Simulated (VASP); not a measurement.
# Ge (Cmcm) in VASP: single point with r2SCAN

Aim: the single point of Ge with r2SCAN.

Program: VASP 6.6.1. These are calculated values, not measurements. Logs are shortened: lines on timing, memory, paths and dates and some standing lists are left out, and cuts for length are marked.

### Step 1. The cell of the first run

It takes space group Cmcm (No. 63, orthorhombic). Conventional cell: a = 3.756 Å, b = 6.921 Å, c = 6.603 Å, α = 90.00°, β = 90.00°, γ = 90.00°. Ge (site symmetry m) has 4 Ge at 2.36 to 2.47 Å within 3.1 Å.

### Step 2. Single point, r2SCAN (strain -0.0600 x Voigt [1, 0, 0, 0, 0, 0])

POSCAR

```
Ge
1.0
    3.7559097800      0.0000000000      0.0000000000
   -1.8779548900      3.4603332806      0.0000000000
    0.0000000000      0.0000000000      6.6027109850
Ge
4
Direct
    0.6666666667      0.3333333333      0.0629814343
    0.3333333333      0.6666666667      0.5629814343
    0.6666666667      0.3333333333      0.4370185657
    0.3333333333      0.6666666667      0.9370185657
```

INCAR.step1

```
SYSTEM = Ge
PREC     = Accurate       ! precision mode
ENCUT    = 520            ! plane-wave cutoff, eV
ISMEAR   = 0              ! smearing method
SIGMA    = 0.03           ! smearing width, eV
LREAL    = .False.        ! projectors in reciprocal space
LASPH    = .True.         ! aspherical terms in the spheres
NELM     = 60             ! most SCF steps
NBANDS   = 36             ! bands
GGA      = PE             ! functional
ALGO     = Normal         ! electronic algorithm
EDIFF    = 1E-4           ! SCF threshold, eV
LWAVE    = .True.         ! write WAVECAR
LCHARG   = .False.        ! write CHGCAR
```

INCAR.step2

```
SYSTEM = Ge
PREC     = Accurate       ! precision mode
ENCUT    = 520            ! plane-wave cutoff, eV
EDIFF    = 1E-7           ! SCF threshold, eV
ISMEAR   = 0              ! smearing method
SIGMA    = 0.03           ! smearing width, eV
LREAL    = .False.        ! projectors in reciprocal space
LASPH    = .True.         ! aspherical terms in the spheres
NELM     = 60             ! most SCF steps
ALGO     = Normal         ! electronic algorithm
ISIF     = 2              ! what is computed and relaxed
LWAVE    = .False.        ! write WAVECAR
LCHARG   = .False.        ! write CHGCAR
METAGGA  = R2SCAN         ! meta-GGA
LMIXTAU  = .True.       
NBANDS   = 36             ! bands
ISTART   = 1
```

KPOINTS

```
regular mesh
0
Gamma
  12 12 6
  0 0 0
```

Potentials or basis: VASP PAW PBE potentials, release 64 (Ge_d).

Started as:

```console
cat potpaw_PBE.64/Ge_d/POTCAR > POTCAR
cp INCAR.step1 INCAR
mpirun -np 1 vasp_std > vasp.out
cp INCAR.step2 INCAR
mpirun -np 1 vasp_std > vasp.out
```

OUTCAR:

```text
SYSTEM = Ge
   PREC = Accurate
   ENCUT = 520
   EDIFF = 1E-7
   ISMEAR = 0
   LREAL = .False.
   LASPH = .True.
   NELM = 60
   ISIF = 2
   METAGGA = R2SCAN
   ISTART = 1

 ion  position               nearest neighbor table
   1  0.667  0.333  0.063-   4 2.36   4 2.36   4 2.45   3 2.47
   2  0.333  0.667  0.563-   3 2.36   3 2.36   3 2.45   4 2.47
   3  0.667  0.333  0.437-   2 2.36   2 2.36   2 2.45   1 2.47
   4  0.333  0.667  0.937-   1 2.36   1 2.36   1 2.45   2 2.47

  LATTYP: Found a base centered orthorhombic cell.
 ALAT       =     3.7559097800
 B/A-ratio  =     1.8426072421
 C/A-ratio  =     1.7579524993

  Lattice vectors:

 A1 = (   1.8779548900,  -3.4603332806,   0.0000000000)
 A2 = (   1.8779548900,   3.4603332806,   0.0000000000)
 A3 = (   0.0000000000,   0.0000000000,   6.6027109850)

Analysis of symmetry for initial positions (statically):
=====================================================================
 Subroutine PRICEL returns:
 Original cell was already a primitive cell.

 Routine SETGRP: Setting up the symmetry group for a
 base centered orthorhombic supercell.

 Subroutine GETGRP returns: Found  8 space group operations
 (whereof  4 operations were pure point group operations)
 out of a pool of  8 trial point group operations.

The static configuration has the point symmetry C_2h.
 The point group associated with its full space group is D_2h.

Analysis of symmetry for dynamics (positions and initial velocities):
=====================================================================
 Subroutine PRICEL returns:
 Original cell was already a primitive cell.

 Routine SETGRP: Setting up the symmetry group for a
 base centered orthorhombic supercell.

 Subroutine GETGRP returns: Found  8 space group operations
 (whereof  4 operations were pure point group operations)
 out of a pool of  8 trial point group operations.

The dynamic configuration has the point symmetry C_2h.
 The point group associated with its full space group is D_2h.

 Subroutine INISYM returns: Found  8 space group operations
 (whereof  4 operations are pure point group operations),
 and found     1 'primitive' translations

----------------------------------------------------------------------------------------

                                     Primitive cell

  volume of cell :      85.8135

  direct lattice vectors                    reciprocal lattice vectors
     3.755909780  0.000000000  0.000000000     0.266247077  0.144494752  0.000000000
    -1.877954890  3.460333281  0.000000000     0.000000000  0.288989504  0.000000000
     0.000000000  0.000000000  6.602710985     0.000000000  0.000000000  0.151452941

[... 90 lines left out ...]
   NSW    =      0    number of steps for IOM
   IBRION =     -1    ionic relax: 0-MD 1-quasi-New 2-CG
   NFREE  =      0    steps in history (QN), initial steepest desc. (CG)
   ISIF   =      2    stress and relaxation
   ISYM   =      2    0-nonsym 1-usesym 2-fastsym
   POTIM  = 0.5000    time-step for ionic-motion
   TEBEG  =    0.0;   TEEND  =   0.0 temperature during run
   PSTRESS=    0.0 pullay stress
   NELECT =      56.0000    total number of electrons
   NUPDOWN=      -1.0000    fix difference up-down
   EMIN   =  10.00;   EMAX   =-10.00  energy-range for DOS
   EFERMI =   0.00;   METHOD = LEGACY
   ISMEAR =     0;   SIGMA  =   0.03  broadening in eV -4-tet -1-fermi 0-gaus
   EFERMI_NEDOS =   21; number of points for ismear=-14 and -15
   IALGO  =     38    algorithm
   IMIX   =      4    mixing-type and parameters
     AMIX     =   0.40;   BMIX     =  1.00
     AMIX_MAG =   1.60;   BMIX_MAG =  1.00
  volume/ion in A,a.u.               =      21.45       144.77
  Fermi-wavevector in a.u.,A,eV,Ry     =   1.419991  2.683395 27.434456  2.016376
  Thomas-Fermi vector in A             =   2.540954
   LORBIT       =      0    0 simple, 1 ext, 2 COOP (PROOUT), +10 PAW based schemes
   METAGGA = R2SCAN    functional components
   LHFCALC =     F    Hartree Fock is set to
   AEXX    =    0.0000 exact exchange contribution
   IVDW    =     0    specifies the selected vdW correction
   LEPSILON=     F    determine dielectric tensor
   LRPA    =     F    only Hartree local field effects (RPA)
 non-spin polarized calculation
 Gauss-broadening in eV      SIGMA  =   0.03
  energy-cutoff  :      520.00
  volume of cell :       85.81
 maximum number of plane-waves:      2329
   NGX = 13   NGY = 15   NGZ = 25

 number of electron      56.0000022 magnetization

 Free energy of the ion-electron system (eV)
  ---------------------------------------------------
  ext. energy  EPLUGINS =         0.00000000
  ---------------------------------------------------
  free energy    TOTEN  =       -55.20118206 eV

  energy without entropy =      -55.20114301  energy(sigma->0) =      -55.20116254

 E-fermi :   5.7420     XC(G=0): -11.1007

 val. band max:        5.7253930702   @ k =   0.0000   0.0000   0.0000
 cond. band min:       5.7827845534   @ k =   0.4167   0.0000   0.3333
 fundamental gap:      0.0573914832
 Fermi energy:         5.7419658375

 k-point     1 :       0.0000    0.0000    0.0000
  band No.  band energies     occupation
      1     -20.3226      2.00000
      2     -20.2849      2.00000
      3     -20.2740      2.00000
      4     -20.2263      2.00000
      5     -20.2229      2.00000
      6     -20.2079      2.00000
[... 925 lines left out ...]
     35      13.1262      0.00000
     36      13.8976      0.00000

 [... further k-points ...]

------------------------ aborting loop because EDIFF is reached ----------------------------------------

  FORCE on cell =-STRESS in cart. coord.  units (eV):
  Direction    XX          YY          ZZ          XY          YZ          ZX
  --------------------------------------------------------------------------------------
  -------------------------------------------------------------------------------------
  Total        7.2385166      1.2732020      0.4750843      0.0000000      0.0000000      0.0000000
  in kB      135.1464960     23.7712781      8.8700458      0.0000000      0.0000000      0.0000000
  external PRESSURE =      55.9292733 kB  Pullay stress =       0.0000000 kB

 VOLUME and BASIS-vectors are now :
 -----------------------------------------------------------------------------
  energy-cutoff  :      520.00
  volume of cell :       85.81
      direct lattice vectors                 reciprocal lattice vectors
     3.755909780  0.000000000  0.000000000     0.266247077  0.144494752  0.000000000
    -1.877954890  3.460333281  0.000000000     0.000000000  0.288989504  0.000000000
     0.000000000  0.000000000  6.602710985     0.000000000  0.000000000  0.151452941

 POSITION                                       TOTAL-FORCE (eV/Angst)
 -----------------------------------------------------------------------------------
      1.87795      1.15344      0.41585         0.000000     -0.553464      0.386538
     -0.00000      2.30689      3.71720         0.000000      0.553464      0.386538
      1.87795      1.15344      2.88551         0.000000     -0.553464     -0.386538
     -0.00000      2.30689      6.18686         0.000000      0.553464     -0.386538
 -----------------------------------------------------------------------------------
    total drift:                                0.000000     -0.000000      0.000000

  FREE ENERGIE OF THE ION-ELECTRON SYSTEM (eV)
  ---------------------------------------------------
  free  energy   TOTEN  =       -55.2011820630 eV

  energy  without entropy=      -55.2011430113  energy(sigma->0) =      -55.20116254
```

OUTCAR.step1:

```text
SYSTEM = Ge
   PREC = Accurate
   ENCUT = 520
   ISMEAR = 0
   LREAL = .False.
   LASPH = .True.
   NELM = 60
[... 1167 lines left out ...]
     -0.00000      2.30689      3.71720         0.000000      0.591808      0.422141
      1.87795      1.15344      2.88551         0.000000     -0.591808     -0.422141
     -0.00000      2.30689      6.18686         0.000000      0.591808     -0.422141
 -----------------------------------------------------------------------------------
    total drift:                                0.000000     -0.000000      0.000000

  FREE ENERGIE OF THE ION-ELECTRON SYSTEM (eV)
  ---------------------------------------------------
  free  energy   TOTEN  =       -17.6569128583 eV

  energy  without entropy=      -17.6566904176  energy(sigma->0) =      -17.65680164
```

OSZICAR.step1:

```text
N       E                     dE             d eps       ncg     rms          rms(c)
DAV:   1     0.495195817001E+03    0.49520E+03   -0.28082E+04 14492   0.437E+03
DAV:   2     0.676688828089E+02   -0.42753E+03   -0.41619E+03 12392   0.804E+02
DAV:   3    -0.132921919912E+02   -0.80961E+02   -0.79902E+02 13348   0.207E+02
DAV:   4    -0.177918245085E+02   -0.44996E+01   -0.44817E+01 14476   0.572E+01
DAV:   5    -0.178821646101E+02   -0.90340E-01   -0.90303E-01 13936   0.895E+00    0.492E+00
DAV:   6    -0.177296437003E+02    0.15252E+00   -0.77858E-02 14356   0.204E+00    0.290E+00
DAV:   7    -0.176528879203E+02    0.76756E-01   -0.15138E-01 14556   0.255E+00    0.226E-01
DAV:   8    -0.176561013850E+02   -0.32135E-02   -0.18572E-02 13636   0.117E+00    0.111E-01
DAV:   9    -0.176567422335E+02   -0.64085E-03   -0.10510E-03 11576   0.197E-01    0.594E-02
DAV:  10    -0.176568891651E+02   -0.14693E-03   -0.15029E-04 10016   0.744E-02    0.149E-02
DAV:  11    -0.176569128583E+02   -0.23693E-04   -0.49651E-05  8976   0.371E-02
   1 F= -.17656913E+02 E0= -.17656802E+02  d E =-.222441E-03
```

Run time: 14 min. Hardware: 1 thread of AMD EPYC 9R45 (Zen 5), shared host; peak memory 0.44 GiB.

What came out:

```yaml
Free_energy: -55.2012 eV
Pressure: 5.6 GPa
Largest_force: 0.675 eV/Å
Band_gap_on_the_k_mesh: 0.06 eV (least direct gap 0.22 eV)
```

Forces in eV/Å, atoms in the order of the input:
```
Ge   0.000 -0.553  0.387
Ge   0.000  0.553  0.387
Ge   0.000 -0.553 -0.387
Ge   0.000  0.553 -0.387
```

Stress tensor (GPa, compression positive):
```
13.51  0.00  0.00
 0.00  2.38  0.00
 0.00  0.00  0.89
```

Levels at points of the mesh, in eV from the valence-band top:
```csv
k point,band 25,band 26,band 27,band 28,band 29,band 30,band 31,band 32
"(0.00, 0.00, 0.00)",-1.62,-0.56,-0.33,0.00,0.22,0.35,2.19,2.42
"(0.50, 0.00, 0.00)",-5.30,-3.88,-3.37,-2.19,0.30,1.48,3.40,3.61
"(0.00, 0.50, 0.00)",-5.46,-3.41,-3.23,-1.60,1.05,2.22,3.51,3.85
"(0.00, 0.00, 0.50)",-1.33,-1.33,-0.98,-0.98,0.99,0.99,3.27,3.27
"(0.50, 0.00, 0.50)",-3.27,-3.27,-3.09,-3.09,0.29,0.29,1.89,1.89
"(0.00, 0.50, 0.50)",-3.33,-3.33,-2.56,-2.56,0.66,0.66,2.18,2.18
```

Caveat: the cell differs from its parent crystal (strain -0.0600 x Voigt [1, 0, 0, 0, 0, 0]); the stress differs along the axes, from 1 to 14 GPa; the PAW data sets were made with another functional, which shifts forces and pressure a little. A k mesh can miss the band edges.
